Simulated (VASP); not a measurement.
# FeRu (P-6m2) in VASP: a series of runs

The runs below take FeRu through single point, with LDA.

Everything below comes from runs of VASP 6.6.1. Logs are shortened: lines on timing, memory, paths and dates and some standing lists are left out, and cuts for length are marked.

## (1) The cell of the first run

It takes space group P-6m2 (No. 187, hexagonal). Conventional cell: a = 2.347 Å, b = 2.347 Å, c = 3.614 Å, α = 90.00°, β = 90.00°, γ = 120.00°. Fe (site symmetry -6m2) has 6 Ru at 2.26 Å and 6 Fe at 2.35 Å within 3.0 Å. Within 3.0 Å of Ru (site symmetry -6m2) lie 6 Fe at 2.26 Å and 6 Ru at 2.35 Å.

## (2) Single point, LDA, collinear spin, ferromagnetic start (8.62 Å³/atom)

INCAR reads:

```
PREC = Accurate
ENCUT = 520
EDIFF = 1E-7
ISMEAR = -1
SIGMA = 0.05
LREAL = False
LASPH = True
NELM = 150
ALGO = Normal
ISIF = 2
LWAVE = False
LCHARG = False
ISPIN = 2
MAGMOM = 3 1.5
LORBIT = 11
LMAXMIX = 4
GGA = CA
NBANDS = 22
```

KPOINTS reads:

```
regular mesh
0
Gamma
  12 12 7
```

POSCAR reads:

```
FeRu
1.0
    2.3465539571      0.0000000000      0.0000000000
   -1.1732769785      2.0321753382      0.0000000000
    0.0000000000      0.0000000000      3.6139708413
Fe Ru
1 1
Direct
    0.0000000000      0.0000000000      0.5000000000
    0.6666666667      0.3333333333      0.0000000000
```

Potentials or basis: VASP PAW LDA potentials, release 64 (Fe, Ru_pv).

On the command line:

```bash
cat potpaw_LDA.64/Fe/POTCAR potpaw_LDA.64/Ru_pv/POTCAR > POTCAR
mpirun -np 1 vasp_std > vasp.out
```

OUTCAR:

```text
PREC = Accurate
   ENCUT = 520
   EDIFF = 1E-7
   ISMEAR = -1
   LREAL = False
   LASPH = True
   NELM = 150
   ISIF = 2
   ISPIN = 2
   LORBIT = 11
   GGA = CA

 ion  position               nearest neighbor table
   1  0.000  0.000  0.500-   2 2.26   2 2.26   2 2.26   2 2.26   2 2.26   2 2.26
   2  0.667  0.333  0.000-   1 2.26   1 2.26   1 2.26   1 2.26   1 2.26   1 2.26

  LATTYP: Found a hexagonal cell.
 ALAT       =     2.3465539571
 C/A-ratio  =     1.5401183639

  Lattice vectors:

 A1 = (   2.3465539571,   0.0000000000,   0.0000000000)
 A2 = (  -1.1732769785,   2.0321753382,   0.0000000000)
 A3 = (   0.0000000000,   0.0000000000,   3.6139708413)

Analysis of symmetry for initial positions (statically):
=====================================================================
 Subroutine PRICEL returns:
 Original cell was already a primitive cell.

 Routine SETGRP: Setting up the symmetry group for a
 hexagonal supercell.

 Subroutine GETGRP returns: Found 12 space group operations
 (whereof 12 operations were pure point group operations)
 out of a pool of 24 trial point group operations.

The static configuration has the point symmetry D_3h.

Analysis of symmetry for dynamics (positions and initial velocities):
=====================================================================
 Subroutine PRICEL returns:
 Original cell was already a primitive cell.

 Routine SETGRP: Setting up the symmetry group for a
 hexagonal supercell.

 Subroutine GETGRP returns: Found 12 space group operations
 (whereof 12 operations were pure point group operations)
 out of a pool of 24 trial point group operations.

The dynamic configuration has the point symmetry D_3h.

Analysis of structural, dynamic, and magnetic symmetry:
=====================================================================
 Subroutine PRICEL returns:
 Original cell was already a primitive cell.

 Routine SETGRP: Setting up the symmetry group for a
 hexagonal supercell.

 Subroutine GETGRP returns: Found 12 space group operations
 (whereof 12 operations were pure point group operations)
 out of a pool of 24 trial point group operations.

The overall configuration has the point symmetry D_3h.

 Subroutine INISYM returns: Found 12 space group operations
 (whereof 12 operations are pure point group operations),
 and found     1 'primitive' translations

----------------------------------------------------------------------------------------

                                     Primitive cell

  volume of cell :      17.2336

  direct lattice vectors                    reciprocal lattice vectors
     2.346553957  0.000000000  0.000000000     0.426156832  0.246041762  0.000000000
    -1.173276978  2.032175338  0.000000000     0.000000000  0.492083523  0.000000000
     0.000000000  0.000000000  3.613970841     0.000000000  0.000000000  0.276703948

  length of vectors
     2.346553957  2.346553957  3.613970841     0.492083523  0.492083523  0.276703948

  position of ions in fractional coordinates (direct lattice)
     0.000000000  0.000000000  0.500000000
     0.666666667  0.333333333  0.000000000

  ion indices of the primitive-cell ions
   primitive index   ion index
                 1           1
                 2           2

----------------------------------------------------------------------------------------

 KPOINTS: regular mesh

Automatic generation of k-mesh.
 Grid dimensions read from file:
 generate k-points for:   12   12    7

 Generating k-lattice:

  Cartesian coordinates                     Fractional coordinates (reciprocal lattice)
     0.035513069  0.020503480  0.000000000     0.083333333  0.000000000  0.000000000
     0.000000000  0.041006960  0.000000000     0.000000000  0.083333333  0.000000000
     0.000000000  0.000000000  0.039529135     0.000000000  0.000000000  0.142857143

  Length of vectors
     0.041006960  0.041006960  0.039529135

  Shift w.r.t. Gamma in fractional coordinates (k-lattice)
     0.000000000  0.000000000  0.000000000

 Subroutine IBZKPT returns following result:
 ===========================================

 Found     76 irreducible k-points:

 Following reciprocal coordinates:
            Coordinates               Weight
  0.000000  0.000000  0.000000      1.000000
  0.083333  0.000000  0.000000      6.000000
  0.166667  0.000000  0.000000      6.000000
  0.250000  0.000000  0.000000      6.000000
  0.333333  0.000000  0.000000      6.000000
  0.416667  0.000000  0.000000      6.000000
[... 16 lines left out ...]
  0.250000  0.000000  0.142857     12.000000
  0.333333  0.000000  0.142857     12.000000
 [... further k-points ...]
   k-points           NKPTS =     76   k-points in BZ     NKDIM =     76   number of bands    NBANDS=     22
   number of dos      NEDOS =    301   number of ions     NIONS =      2
   total plane-waves  NPLWV =   9072
   dimension x,y,z NGX =    18 NGY =   18 NGZ =   28
   dimension x,y,z NGXF=    36 NGYF=   36 NGZF=   56
   ions per type =               1   1
   NGX,Y,Z   is equivalent  to a cutoff of  12.75, 12.75, 12.88 a.u.
   NGXF,Y,Z  is equivalent  to a cutoff of  25.50, 25.50, 25.76 a.u.
 SYSTEM =  unknown system
   PREC   = accura    normal or accurate (medium, high low for compatibility)
   ISTART =      0    job   : 0-new  1-cont  2-samecut
   ICHARG =      2    charge: 1-file 2-atom 10-const
   ISPIN  =      2    spin polarized calculation?
   LNONCOLLINEAR =      F non collinear calculations
   LSORBIT =      F    spin-orbit coupling
   LASPH  =      T    aspherical Exc in radial PAW
   ENCUT  =  520.0 eV  38.22 Ry    6.18 a.u.   4.36  4.36  6.72*2*pi/ulx,y,z
   NELM   =    150;   NELMIN=  2; NELMDL= -5     # of ELM steps
   EDIFF  = 0.1E-06   stopping-criterion for ELM
   LREAL  =      F    real-space projection
   EDIFFG = 0.1E-05   stopping-criterion for IOM
   NSW    =      0    number of steps for IOM
   IBRION =     -1    ionic relax: 0-MD 1-quasi-New 2-CG
   NFREE  =      0    steps in history (QN), initial steepest desc. (CG)
   ISIF   =      2    stress and relaxation
   ISYM   =      2    0-nonsym 1-usesym 2-fastsym
   POTIM  = 0.5000    time-step for ionic-motion
   TEBEG  =    0.0;   TEEND  =   0.0 temperature during run
   PSTRESS=    0.0 pullay stress
   NELECT =      22.0000    total number of electrons
   NUPDOWN=      -1.0000    fix difference up-down
   EMIN   =  10.00;   EMAX   =-10.00  energy-range for DOS
   EFERMI =   0.00;   METHOD = LEGACY
   ISMEAR =    -1;   SIGMA  =   0.05  broadening in eV -4-tet -1-fermi 0-gaus
   EFERMI_NEDOS =   21; number of points for ismear=-14 and -15
   IALGO  =     38    algorithm
   IMIX   =      4    mixing-type and parameters
     AMIX     =   0.40;   BMIX     =  1.00
     AMIX_MAG =   1.60;   BMIX_MAG =  1.00
  volume/ion in A,a.u.               =       8.62        58.15
  Fermi-wavevector in a.u.,A,eV,Ry     =   1.775921  3.356004 42.911344  3.153895
  Thomas-Fermi vector in A             =   2.841618
   LORBIT       =     11    0 simple, 1 ext, 2 COOP (PROOUT), +10 PAW based schemes
   GGA     = CA    functional components
   LHFCALC =     F    Hartree Fock is set to
   AEXX    =    0.0000 exact exchange contribution
   IVDW    =     0    specifies the selected vdW correction
   LEPSILON=     F    determine dielectric tensor
   LRPA    =     F    only Hartree local field effects (RPA)
 spin polarized calculation
  energy-cutoff  :      520.00
  volume of cell :       17.23
 maximum number of plane-waves:       488
 NGX is ok and might be reduce to    18
   NGX =  9   NGY =  9   NGZ = 13

 number of electron      21.9999991 magnetization       0.0001102

 number of electron      21.9999991 magnetization      -0.0000924

 Free energy of the ion-electron system (eV)
  ---------------------------------------------------
  ext. energy  EPLUGINS =         0.00000000
  ---------------------------------------------------
  free energy    TOTEN  =       -17.18993864 eV

  energy without entropy =      -17.17642550  energy(sigma->0) =      -17.18318207

 E-fermi :  15.9789     XC(G=0): -16.2427

 val. band max:       15.9728004661   @ k =   0.3333   0.0000   0.1429
 cond. band min:      15.9889867599   @ k =   0.1667   0.0833   0.2857
 fundamental gap:      0.0161862938
 Fermi energy:        15.9789191765

 spin component 1

 k-point     1 :       0.0000    0.0000    0.0000
  band No.  band energies     occupation
      1     -27.9164      1.00000
      2     -26.4191      1.00000
      3     -26.4191      1.00000
      4       5.8526      1.00000
      5       7.2677      1.00000
      6      11.9283      1.00000
[... 14 lines left out ...]
     21      43.5861      0.00000
     22      43.5861      0.00000

 k-point     2 :       0.0833    0.0000    0.0000
  band No.  band energies     occupation
      1     -27.8905      1.00000
      2     -26.6270      1.00000
      3     -26.4642      1.00000
      4       6.1832      1.00000
      5       7.5807      1.00000
      6      11.4431      1.00000
[... 542 lines left out ...]
 k-point    24 :       0.3333    0.0000    0.1429
  band No.  band energies     occupation
      1     -28.5742      1.00000
      2     -27.6227      1.00000
      3     -26.9106      1.00000
      4       7.3035      1.00000
      5       8.5424      1.00000
      6       9.9019      1.00000
[... 14 lines left out ...]
     21      39.1723      0.00000
     22      42.3888      0.00000

 [... further k-points ...]

 spin component 2

 k-point     1 :       0.0000    0.0000    0.0000
  band No.  band energies     occupation
      1     -27.9164      1.00000
      2     -26.4191      1.00000
      3     -26.4191      1.00000
      4       5.8526      1.00000
      5       7.2677      1.00000
      6      11.9283      1.00000
[... 14 lines left out ...]
     21      43.5861      0.00000
     22      43.5861      0.00000

 k-point     2 :       0.0833    0.0000    0.0000
  band No.  band energies     occupation
      1     -27.8905      1.00000
      2     -26.6270      1.00000
      3     -26.4642      1.00000
      4       6.1832      1.00000
      5       7.5807      1.00000
      6      11.4431      1.00000
[... 542 lines left out ...]
 k-point    24 :       0.3333    0.0000    0.1429
  band No.  band energies     occupation
      1     -28.5742      1.00000
      2     -27.6227      1.00000
      3     -26.9106      1.00000
      4       7.3035      1.00000
      5       8.5424      1.00000
      6       9.9019      1.00000
[... 14 lines left out ...]
     21      39.1723      0.00000
     22      42.3888      0.00000

 [... further k-points ...]
[... 5 lines left out ...]
  --------------------------------------------------------------------------------------
  -------------------------------------------------------------------------------------
  Total       20.9688372     20.9688372     21.8376199      0.0000000      0.0000000      0.0000000
  in kB     1949.4341295   1949.4341295   2030.2032516      0.0000000      0.0000000      0.0000000
  external PRESSURE =    1976.3571702 kB  Pullay stress =       0.0000000 kB

 VOLUME and BASIS-vectors are now :
 -----------------------------------------------------------------------------
  energy-cutoff  :      520.00
  volume of cell :       17.23
      direct lattice vectors                 reciprocal lattice vectors
     2.346553957  0.000000000  0.000000000     0.426156832  0.246041762  0.000000000
    -1.173276978  2.032175338  0.000000000     0.000000000  0.492083523  0.000000000
     0.000000000  0.000000000  3.613970841     0.000000000  0.000000000  0.276703948

 POSITION                                       TOTAL-FORCE (eV/Angst)
 -----------------------------------------------------------------------------------
      0.00000      0.00000      1.80699        -0.000000      0.000000      0.000000
      1.17328      0.67739      0.00000         0.000000      0.000000      0.000000
 -----------------------------------------------------------------------------------
    total drift:                               -0.000000      0.000000      0.000000

  FREE ENERGIE OF THE ION-ELECTRON SYSTEM (eV)
  ---------------------------------------------------
  free  energy   TOTEN  =       -17.1899386394 eV

  energy  without entropy=      -17.1764255016  energy(sigma->0) =      -17.18318207

 total charge

# of ion       s       p       d       tot
------------------------------------------
    1        0.679   0.965   6.834   8.477
    2        0.606   6.611   6.561  13.779
--------------------------------------------------
tot          1.285   7.576  13.395  22.256

 magnetization (x)

# of ion       s       p       d       tot
------------------------------------------
    1        0.000   0.000  -0.000  -0.000
    2        0.000   0.000  -0.000  -0.000
--------------------------------------------------
tot          0.000   0.000  -0.000  -0.000
```

It took 1.8 min on 1 thread of Intel Xeon 8259CL, shared host; peak memory 0.16 GiB.

What came out:

| Quantity | Value |
| --- | --- |
| Free energy | -17.1899 eV |
| Pressure | 197.6 GPa |
| Band gap on the k mesh | zero (filled and empty bands overlap) |
| Net moment | 0.00 μB per cell |

Caveat: the cell stands under pressure.

## (3) Single point, LDA, collinear spin, ferromagnetic start (8.62 Å³/atom)

INCAR reads:

```
SYSTEM = FeRu
PREC = Accurate
ENCUT = 520
EDIFF = 1E-6
ISMEAR = -1
SIGMA = 0.05
LREAL = .FALSE.
LASPH = .TRUE.
NELM = 150
ALGO = Normal
ISIF = 2
LWAVE = .FALSE.
LCHARG = .FALSE.
ISPIN = 2
MAGMOM = 3 1.5
LORBIT = 11
LMAXMIX = 4
GGA = CA
NBANDS = 22
```

KPOINTS reads:

```
Automatic mesh
0
G
  12 12 7
  0 0 0
```

POSCAR is that of step 2.

Potentials or basis: VASP PAW LDA potentials, release 64 (Fe, Ru_pv).

On the command line:

```bash
cat potpaw_LDA.64/Fe/POTCAR potpaw_LDA.64/Ru_pv/POTCAR > POTCAR
mpirun -np 1 vasp_std > vasp.out
```

It took 91 s on 1 thread of Intel Xeon 8259CL, shared host; peak memory 0.16 GiB.

The run converged. Its results:

```
Free energy            : -17.1899 eV
Pressure               : 197.6 GPa
Band gap on the k mesh : zero (filled and empty bands overlap)
Net moment             : 0.00 μB per cell
```

Stress tensor (GPa, compression positive):
```
194.84   0.00   0.00
  0.00 194.84   0.00
  0.00   0.00 203.02
```

Levels at points of the mesh, in eV from the Fermi level:
Spin up:
| k point | band 9 | band 10 | band 11 | band 12 | band 13 | band 14 |
| --- | --- | --- | --- | --- | --- | --- |
| (0.00, 0.00, 0.00) | -1.99 | -1.99 | -1.90 | -1.90 | 1.70 | 1.70 |
| (0.50, 0.00, 0.00) | -2.20 | -1.48 | 0.95 | 2.59 | 3.61 | 4.89 |
Spin down:
```
           k point  band 8  band 9  band 10  band 11  band 12  band 13  band 14  band 15
(0.00, 0.00, 0.00)   -2.61   -1.99    -1.99    -1.90    -1.90     1.70     1.70     2.15
(0.50, 0.00, 0.00)   -2.66   -2.20    -1.48     0.95     2.59     3.61     4.89     8.86
```

Caveat: the cell stands under pressure.

[end of part 1 of 2]
